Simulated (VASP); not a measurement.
Set up this calculation in VASP 6.6.1, as the native input.

| Quantity | Value |
| --- | --- |
| Task | single point |
| Functional | LDA |
| Potentials or basis | VASP PAW LDA potentials, release 64 (Y_sv, Hg) |
| Cutoff | 520 eV |
| k mesh | 8 × 8 × 8 |
| Occupations | fermi-dirac, width 0.1 eV |
| Spin | no spin polarisation |
| Dipole correction | no |
| Further INCAR settings | ALGO = Normal; EDIFF = 1e-06; NBANDS = 18 |

The structure of YHg lies in POSCAR:

```
YHg
1.0
    3.6800000000      0.0000000000      0.0000000000
    0.0000000000      3.6800000000      0.0000000000
    0.0000000000      0.0000000000      3.6800000000
Y Hg
1 1
Direct
    0.5000000000      0.5000000000      0.5000000000
    0.0000000000      0.0000000000      0.0000000000
```

The input as run:

INCAR

```
SYSTEM = YHg
PREC = Accurate
ENCUT = 520
EDIFF = 1E-6
ISMEAR = -1
SIGMA = 0.1
LREAL = .FALSE.
LASPH = .TRUE.
NELM = 100
ALGO = Normal
ISIF = 2
LWAVE = .FALSE.
LCHARG = .FALSE.
GGA = CA
NBANDS = 18
```

KPOINTS

```
Automatic mesh
0
G
  8 8 8
  0 0 0
```

Potentials or basis: VASP PAW LDA potentials, release 64 (Y_sv, Hg).

The run is started by

```bash
$ cat potpaw_LDA.64/Y_sv/POTCAR potpaw_LDA.64/Hg/POTCAR > POTCAR
$ mpirun -np 1 vasp_std > vasp.out
```

It gave:

The pressure is -3.1 GPa.

It took 9.1 s on 1 thread of Intel(R) Xeon(R) 6975P-C (Granite Rapids), on a shared host, peak memory 0.17 GiB.
